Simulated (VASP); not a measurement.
Crystal: SrLiH3.

```
CELL_PARAMETERS angstrom
4.63079 0.00000 0.00000
0.00000 4.63079 0.00000
0.00000 0.00000 4.63079
ATOMIC_POSITIONS crystal
Li 0.00000 0.00000 0.00000
Sr 0.50000 0.50000 0.50000
H 0.00000 0.50000 0.50000
H 0.50000 0.00000 0.50000
H 0.50000 0.50000 0.00000
```

Base run:

| Quantity | Value |
| --- | --- |
| Program | VASP 6.6.1 |
| Functional | PBEsol |
| Potentials or basis | VASP PAW PBE potentials, release 64 (Li_sv, Sr_sv, H) |
| Cutoff | 520 eV |
| k mesh | 4 × 4 × 4 |
| Occupations | gaussian, width 0.01 eV |
| Spin | no spin polarisation |

Its results: band gap on the k mesh 1.70 eV, indirect (least direct gap 2.14 eV).

Question: The run is repeated on the same cell with these changes: k mesh from 4 × 4 × 4 to 5 × 5 × 5; further incar settings from ALGO = Normal; EDIFF = 1e-06; NBANDS = 16 to ALGO = Normal; EDIFF = 1e-07; NBANDS = 16. What comes out?

Answer: Band gap on the k mesh 2.14 eV, indirect (least direct gap 2.49 eV).

A k mesh can miss the band edges.
